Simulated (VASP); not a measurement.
# Bi2Te3 (Tellurobismuthite) (R-3m) in VASP: notebook

The runs below take Bi2Te3 (Tellurobismuthite) through single point, with PBE.

Everything below comes from runs of VASP 6.6.1. Logs are shortened: lines on timing, memory, paths and dates and some standing lists are left out, and cuts for length are marked.

**The experiment to reproduce.**

From “Vacancy and Antisite-Induced Ferromagnetism in Liquid-Phase Exfoliated Bi2Te3”, 2024, arxiv:2412.10539, for a bulk crystal of Bi2Te3: band gap 0.17 eV.

The results are compared with them further down.

## (1) The cell of the first run

Symmetry: R-3m, No. 166, trigonal system. The conventional cell has a = 4.386 Å, b = 4.386 Å, c = 30.497 Å, α = 90.00°, β = 90.00°, γ = 120.00°. Within 4.0 Å of Bi (site symmetry 3m) lie 6 Te at 3.07 to 3.25 Å. Within 4.3 Å of Te (site symmetry -3m) lie 6 Bi at 3.25 Å. Te (site symmetry 3m) has 3 Bi at 3.07 Å and 3 Te at 3.64 Å within 4.0 Å.

## (2) Single point, PBE

INCAR

```
PREC = Accurate
ENCUT = 520
EDIFF = 1E-7
ISMEAR = 0
SIGMA = 0.01
LREAL = F
LASPH = T
NELM = 100
ALGO = Normal
ISIF = 2
LWAVE = F
LCHARG = F
GGA = PE
NBANDS = 32
```

KPOINTS

```
regular mesh
0
Gamma
  6 6 6
```

POSCAR

```
Bi2Te3
1.0
    2.1930000000      1.2661291400     10.1656666700
   -2.1930000000      1.2661291400     10.1656666700
    0.0000000000     -2.5322582800     10.1656666700
Bi Te
2 3
Direct
    0.3999999999      0.3999999999      0.3999999999
    0.5999999998      0.5999999998      0.5999999998
    0.0000000000      0.0000000000      0.0000000000
    0.2094999999      0.2094999999      0.2094999999
    0.7904999997      0.7904999997      0.7904999997
```

Potentials or basis: VASP PAW PBE potentials, release 64 (Bi_d, Te).

Run with:

```bash
$ cat potpaw_PBE.64/Bi_d/POTCAR potpaw_PBE.64/Te/POTCAR > POTCAR
$ mpirun -np 1 vasp_std > vasp.out
```

OUTCAR:

```text
PREC = Accurate
   ENCUT = 520
   EDIFF = 1E-7
   ISMEAR = 0
   LREAL = F
   LASPH = T
   NELM = 100
   ISIF = 2
   GGA = PE

 ion  position               nearest neighbor table
   1  0.400  0.400  0.400-   5 3.07   5 3.07   5 3.07   3 3.25   3 3.25   3 3.25
   2  0.600  0.600  0.600-   4 3.07   4 3.07   4 3.07   3 3.25   3 3.25   3 3.25
   3  0.000  0.000  0.000-   1 3.25   1 3.25   1 3.25   2 3.25   2 3.25   2 3.25
   4  0.209  0.209  0.209-   2 3.07   2 3.07   2 3.07   5 3.64   5 3.64   5 3.64
   5  0.790  0.790  0.790-   1 3.07   1 3.07   1 3.07   4 3.64   4 3.64   4 3.64

  LATTYP: Found a trigonal (rhomboedric) cell.
 ALAT       =    10.4763118913
 COS(alpha) =     0.9123624112

  Lattice vectors:

 A1 = (   2.1930000000,   1.2661291400,  10.1656666700)
 A2 = (  -2.1930000000,   1.2661291400,  10.1656666700)
 A3 = (   0.0000000000,  -2.5322582800,  10.1656666700)

Analysis of symmetry for initial positions (statically):
=====================================================================
 Subroutine PRICEL returns:
 Original cell was already a primitive cell.

 Routine SETGRP: Setting up the symmetry group for a
 trigonal (rhombohedral) supercell.

 Subroutine GETGRP returns: Found 12 space group operations
 (whereof 12 operations were pure point group operations)
 out of a pool of 12 trial point group operations.

The static configuration has the point symmetry D_3d.

Analysis of symmetry for dynamics (positions and initial velocities):
=====================================================================
 Subroutine PRICEL returns:
 Original cell was already a primitive cell.

 Routine SETGRP: Setting up the symmetry group for a
 trigonal (rhombohedral) supercell.

 Subroutine GETGRP returns: Found 12 space group operations
 (whereof 12 operations were pure point group operations)
 out of a pool of 12 trial point group operations.

The dynamic configuration has the point symmetry D_3d.

 Subroutine INISYM returns: Found 12 space group operations
 (whereof 12 operations are pure point group operations),
 and found     1 'primitive' translations

----------------------------------------------------------------------------------------

                                     Primitive cell

  volume of cell :     169.3572

  direct lattice vectors                    reciprocal lattice vectors
     2.193000000  1.266129140 10.165666670     0.227998176  0.131634808  0.032790110
    -2.193000000  1.266129140 10.165666670    -0.227998176  0.131634808  0.032790110
     0.000000000 -2.532258280 10.165666670     0.000000000 -0.263269617  0.032790110

  length of vectors
    10.476311891 10.476311891 10.476311891     0.265303755  0.265303755  0.265303755

  position of ions in fractional coordinates (direct lattice)
     0.400000000  0.400000000  0.400000000
     0.600000000  0.600000000  0.600000000
     0.000000000  0.000000000  0.000000000
     0.209500000  0.209500000  0.209500000
     0.790500000  0.790500000  0.790500000

  ion indices of the primitive-cell ions
   primitive index   ion index
                 1           1
                 2           2
                 3           3
                 4           4
                 5           5

----------------------------------------------------------------------------------------

 KPOINTS: regular mesh

Automatic generation of k-mesh.
 Grid dimensions read from file:
 generate k-points for:    6    6    6

 Generating k-lattice:

  Cartesian coordinates                     Fractional coordinates (reciprocal lattice)
     0.037999696  0.021939135  0.005465018     0.166666667  0.000000000 -0.000000000
    -0.037999696  0.021939135  0.005465018     0.000000000  0.166666667 -0.000000000
     0.000000000 -0.043878269  0.005465018    -0.000000000 -0.000000000  0.166666667

  Length of vectors
     0.044217292  0.044217292  0.044217292

  Shift w.r.t. Gamma in fractional coordinates (k-lattice)
     0.000000000  0.000000000  0.000000000

 Subroutine IBZKPT returns following result:
 ===========================================

 Found     32 irreducible k-points:

 Following reciprocal coordinates:
            Coordinates               Weight
  0.000000  0.000000  0.000000      1.000000
  0.166667 -0.000000 -0.000000      6.000000
  0.333333 -0.000000  0.000000      6.000000
  0.500000 -0.000000 -0.000000      3.000000
  0.166667  0.166667 -0.000000      6.000000
  0.333333  0.166667 -0.000000     12.000000
[... 16 lines left out ...]
  0.500000  0.500000  0.166667      6.000000
 -0.333333  0.500000  0.166667     12.000000
 [... further k-points ...]
   k-points           NKPTS =     32   k-points in BZ     NKDIM =     32   number of bands    NBANDS=     32
   number of dos      NEDOS =    301   number of ions     NIONS =      5
   total plane-waves  NPLWV = 512000
   dimension x,y,z NGX =    80 NGY =   80 NGZ =   80
   dimension x,y,z NGXF=   160 NGYF=  160 NGZF=  160
   ions per type =               2   3
   NGX,Y,Z   is equivalent  to a cutoff of  12.69, 12.69, 12.69 a.u.
   NGXF,Y,Z  is equivalent  to a cutoff of  25.39, 25.39, 25.39 a.u.
 SYSTEM =  unknown system
   PREC   = accura    normal or accurate (medium, high low for compatibility)
   ISTART =      0    job   : 0-new  1-cont  2-samecut
   ICHARG =      2    charge: 1-file 2-atom 10-const
   ISPIN  =      1    spin polarized calculation?
   LNONCOLLINEAR =      F non collinear calculations
   LSORBIT =      F    spin-orbit coupling
   LASPH  =      T    aspherical Exc in radial PAW
   ENCUT  =  520.0 eV  38.22 Ry    6.18 a.u.  19.48 19.48 19.48*2*pi/ulx,y,z
   NELM   =    100;   NELMIN=  2; NELMDL= -5     # of ELM steps
   EDIFF  = 0.1E-06   stopping-criterion for ELM
   LREAL  =      F    real-space projection
   EDIFFG = 0.1E-05   stopping-criterion for IOM
   NSW    =      0    number of steps for IOM
   IBRION =     -1    ionic relax: 0-MD 1-quasi-New 2-CG
   NFREE  =      0    steps in history (QN), initial steepest desc. (CG)
   ISIF   =      2    stress and relaxation
   ISYM   =      2    0-nonsym 1-usesym 2-fastsym
   POTIM  = 0.5000    time-step for ionic-motion
   TEBEG  =    0.0;   TEEND  =   0.0 temperature during run
   PSTRESS=    0.0 pullay stress
   NELECT =      48.0000    total number of electrons
   NUPDOWN=      -1.0000    fix difference up-down
   EMIN   =  10.00;   EMAX   =-10.00  energy-range for DOS
   EFERMI =   0.00;   METHOD = LEGACY
   ISMEAR =     0;   SIGMA  =   0.01  broadening in eV -4-tet -1-fermi 0-gaus
   EFERMI_NEDOS =   21; number of points for ismear=-14 and -15
   IALGO  =     38    algorithm
   IMIX   =      4    mixing-type and parameters
     AMIX     =   0.40;   BMIX     =  1.00
     AMIX_MAG =   1.60;   BMIX_MAG =  1.00
  volume/ion in A,a.u.               =      33.87       228.58
  Fermi-wavevector in a.u.,A,eV,Ry     =   1.075360  2.032136 15.733774  1.156400
  Thomas-Fermi vector in A             =   2.211215
   LORBIT       =      0    0 simple, 1 ext, 2 COOP (PROOUT), +10 PAW based schemes
   GGA     = PE    functional components
   LHFCALC =     F    Hartree Fock is set to
   AEXX    =    0.0000 exact exchange contribution
   IVDW    =     0    specifies the selected vdW correction
   LEPSILON=     F    determine dielectric tensor
   LRPA    =     F    only Hartree local field effects (RPA)
 non-spin polarized calculation
 Gauss-broadening in eV      SIGMA  =   0.01
  energy-cutoff  :      520.00
  volume of cell :      169.36
 maximum number of plane-waves:      4580
 NGX is ok and might be reduce to    80
   NGX = 39   NGY = 39   NGZ = 39

 number of electron      48.0000004 magnetization

 Free energy of the ion-electron system (eV)
  ---------------------------------------------------
  ext. energy  EPLUGINS =         0.00000000
  ---------------------------------------------------
  free energy    TOTEN  =       -18.33540400 eV

  energy without entropy =      -18.33540400  energy(sigma->0) =      -18.33540400

 E-fermi :   6.3351     XC(G=0):  -9.3291

 val. band max:        6.2233692330   @ k =   0.0000   0.0000   0.0000
 cond. band min:       6.5043307560   @ k =   0.0000   0.0000   0.0000
 fundamental gap:      0.2809615230
 Fermi energy:         6.3350526767

 k-point     1 :       0.0000    0.0000    0.0000
  band No.  band energies     occupation
      1     -16.9962      2.00000
      2     -16.9962      2.00000
      3     -16.9948      2.00000
      4     -16.9948      2.00000
      5     -16.9873      2.00000
      6     -16.9860      2.00000
[... 24 lines left out ...]
     31      11.0341      0.00000
     32      11.5563      0.00000

 k-point     2 :       0.1667   -0.0000   -0.0000
  band No.  band energies     occupation
      1     -16.9983      2.00000
      2     -16.9966      2.00000
      3     -16.9935      2.00000
      4     -16.9921      2.00000
      5     -16.9861      2.00000
      6     -16.9848      2.00000
[... 24 lines left out ...]
     31      10.3551      0.00000
     32      11.2220      0.00000

 k-point     3 :       0.3333   -0.0000    0.0000
  band No.  band energies     occupation
      1     -17.0033      2.00000
      2     -17.0009      2.00000
      3     -16.9905      2.00000
      4     -16.9885      2.00000
      5     -16.9885      2.00000
      6     -16.9863      2.00000
[... 24 lines left out ...]
     31      10.3409      0.00000
     32      11.3714      0.00000

 k-point     4 :       0.5000   -0.0000   -0.0000
  band No.  band energies     occupation
      1     -17.0061      2.00000
      2     -17.0034      2.00000
      3     -16.9903      2.00000
      4     -16.9897      2.00000
      5     -16.9876      2.00000
      6     -16.9875      2.00000
[... 24 lines left out ...]
     31       9.8199      0.00000
     32      11.0131      0.00000

 k-point     5 :       0.1667    0.1667   -0.0000
  band No.  band energies     occupation
      1     -16.9982      2.00000
      2     -16.9965      2.00000
      3     -16.9935      2.00000
      4     -16.9921      2.00000
      5     -16.9861      2.00000
      6     -16.9847      2.00000
[... 584 lines left out ...]
     31      10.8281      0.00000
     32      11.0235      0.00000

 k-point    22 :      -0.1667    0.3333    0.1667
  band No.  band energies     occupation
      1     -17.0027      2.00000
      2     -17.0006      2.00000
      3     -16.9924      2.00000
      4     -16.9898      2.00000
      5     -16.9874      2.00000
      6     -16.9857      2.00000
[... 24 lines left out ...]
     31      10.1798      0.00000
     32      11.9994      0.00000

 k-point    23 :       0.5000    0.5000    0.1667
  band No.  band energies     occupation
      1     -17.0033      2.00000
      2     -17.0010      2.00000
      3     -16.9905      2.00000
      4     -16.9885      2.00000
      5     -16.9885      2.00000
      6     -16.9863      2.00000
[... 24 lines left out ...]
     31      10.2998      0.00000
     32      11.1803      0.00000

 k-point    24 :      -0.3333    0.5000    0.1667
  band No.  band energies     occupation
      1     -17.0027      2.00000
      2     -17.0006      2.00000
      3     -16.9924      2.00000
      4     -16.9898      2.00000
      5     -16.9874      2.00000
      6     -16.9857      2.00000
[... 24 lines left out ...]
     31      10.8995      0.00000
     32      11.5250      0.00000

 [... further k-points ...]
[... 5 lines left out ...]
  --------------------------------------------------------------------------------------
  -------------------------------------------------------------------------------------
  Total        2.0521222      2.0521222      1.8693090      0.0000000      0.0000000      0.0000000
  in kB       19.4137777     19.4137777     17.6843021      0.0000000      0.0000000      0.0000000
  external PRESSURE =      18.8372858 kB  Pullay stress =       0.0000000 kB

 VOLUME and BASIS-vectors are now :
 -----------------------------------------------------------------------------
  energy-cutoff  :      520.00
  volume of cell :      169.36
      direct lattice vectors                 reciprocal lattice vectors
     2.193000000  1.266129140 10.165666670     0.227998176  0.131634808  0.032790110
    -2.193000000  1.266129140 10.165666670    -0.227998176  0.131634808  0.032790110
     0.000000000 -2.532258280 10.165666670     0.000000000 -0.263269617  0.032790110

 POSITION                                       TOTAL-FORCE (eV/Angst)
 -----------------------------------------------------------------------------------
      0.00000      0.00000     12.19880         0.000000     -0.000000      0.015875
      0.00000      0.00000     18.29820         0.000000      0.000000     -0.015875
      0.00000      0.00000      0.00000         0.000000      0.000000      0.000000
      0.00000      0.00000      6.38912         0.000000      0.000000      0.024648
      0.00000      0.00000     24.10788         0.000000     -0.000000     -0.024648
 -----------------------------------------------------------------------------------
    total drift:                                0.000000     -0.000000      0.000013

  FREE ENERGIE OF THE ION-ELECTRON SYSTEM (eV)
  ---------------------------------------------------
  free  energy   TOTEN  =       -18.3354039997 eV

  energy  without entropy=      -18.3354039997  energy(sigma->0) =      -18.33540400
```

Run time: 8 min. Hardware: 1 thread of AMD EPYC 9R45 (Zen 5), shared host; peak memory 0.93 GiB.

What came out:

```
Free energy            : -18.3354 eV
Pressure               : 1.9 GPa
Largest force          : 0.025 eV/Å
Band gap on the k mesh : 0.28 eV, direct
```

Forces on the atoms (eV/Å):
```
Bi   0.000  0.000  0.016
Bi   0.000  0.000 -0.016
Te   0.000  0.000  0.000
Te   0.000  0.000  0.025
Te   0.000  0.000 -0.025
```

Levels at points of the mesh, in eV from the valence-band top:
| k point | band 20 | band 21 | band 22 | band 23 | band 24 | band 25 | band 26 | band 27 | band 28 | band 29 |
| --- | --- | --- | --- | --- | --- | --- | --- | --- | --- | --- |
| (0.00, 0.00, 0.00) | -1.71 | -1.71 | -0.87 | -0.87 | 0.00 | 0.28 | 0.65 | 0.65 | 1.96 | 2.10 |
| (0.50, 0.00, 0.00) | -3.16 | -2.92 | -2.42 | -0.92 | -0.51 | 0.57 | 1.05 | 2.74 | 2.77 | 3.32 |
| (0.50, 0.50, 0.00) | -2.36 | -2.00 | -1.82 | -1.56 | -0.96 | 0.85 | 1.51 | 2.05 | 2.64 | 2.72 |
| (0.50, 0.50, 0.50) | -1.42 | -1.42 | -1.16 | -1.16 | -0.44 | 0.83 | 1.13 | 1.13 | 1.64 | 1.64 |

Caveat: spin-orbit coupling is left out, which moves the levels of the heavy elements.

## (3) Single point, PBE

INCAR

```
SYSTEM = Bi2Te3
ALGO = Normal ; EDIFF = 1E-7
ENCUT = 520 ; GGA = PE
ISIF = 2 ; ISMEAR = 0
LASPH = .TRUE. ; LCHARG = .FALSE.
LREAL = .FALSE. ; LWAVE = .FALSE.
NBANDS = 32 ; NELM = 100
PREC = Accurate ; SIGMA = 0.01
```

KPOINTS

```
k-points
0
G
  6 6 6
  0 0 0
```

POSCAR is that of step 2.

Potentials or basis: VASP PAW PBE potentials, release 64 (Bi_d, Te).

Run with:

```bash
$ cat potpaw_PBE.64/Bi_d/POTCAR potpaw_PBE.64/Te/POTCAR > POTCAR
$ mpirun -np 1 vasp_std > vasp.out
```

It took 7.6 min on 1 thread of AMD EPYC 9R45 (Zen 5), shared host; peak memory 0.93 GiB.

It converged, with:

```
Free energy            : -18.3354 eV
Pressure               : 1.9 GPa
Largest force          : 0.025 eV/Å
Band gap on the k mesh : 0.28 eV, direct
```

Forces in eV/Å, atoms in the order of the input:
```
Bi   0.000  0.000  0.016
Bi   0.000  0.000 -0.016
Te   0.000  0.000  0.000
Te   0.000  0.000  0.025
Te   0.000  0.000 -0.025
```

Stress tensor (GPa, compression positive):
```
1.94 0.00 0.00
0.00 1.94 0.00
0.00 0.00 1.77
```

Levels at points of the mesh, in eV from the valence-band top:
| k point | band 20 | band 21 | band 22 | band 23 | band 24 | band 25 | band 26 | band 27 | band 28 | band 29 |
| --- | --- | --- | --- | --- | --- | --- | --- | --- | --- | --- |
| (0.00, 0.00, 0.00) | -1.71 | -1.71 | -0.87 | -0.87 | 0.00 | 0.28 | 0.65 | 0.65 | 1.96 | 2.10 |
| (0.50, 0.00, 0.00) | -3.16 | -2.92 | -2.42 | -0.92 | -0.51 | 0.57 | 1.05 | 2.74 | 2.77 | 3.32 |
| (0.50, 0.50, 0.00) | -2.36 | -2.00 | -1.82 | -1.56 | -0.96 | 0.85 | 1.51 | 2.05 | 2.64 | 2.72 |
| (0.50, 0.50, 0.50) | -1.42 | -1.42 | -1.16 | -1.16 | -0.44 | 0.83 | 1.13 | 1.13 | 1.64 | 1.64 |

Caveat: spin-orbit coupling is left out, which moves the levels of the heavy elements.

## (4) Comparison with measurements

Step 2. Measured gap of Bi2Te3: 0.17 eV (quoted in “Vacancy and Antisite-Induced Ferromagnetism in Liquid-Phase Exfoliated Bi2Te3”, 2024, arxiv:2412.10539). This calculation gives 0.28 eV (+0.11 eV). Spin-orbit coupling on Bi, Te is left out. The value is that of PBE on a finite k mesh, which can miss the band edges, without temperature or zero-point motion.

Step 3. Measured gap of Bi2Te3: 0.17 eV (quoted in “Vacancy and Antisite-Induced Ferromagnetism in Liquid-Phase Exfoliated Bi2Te3”, 2024, arxiv:2412.10539). This calculation gives 0.28 eV (+0.11 eV). Spin-orbit coupling on Bi, Te is left out. The value is that of PBE on a finite k mesh, which can miss the band edges, without temperature or zero-point motion.
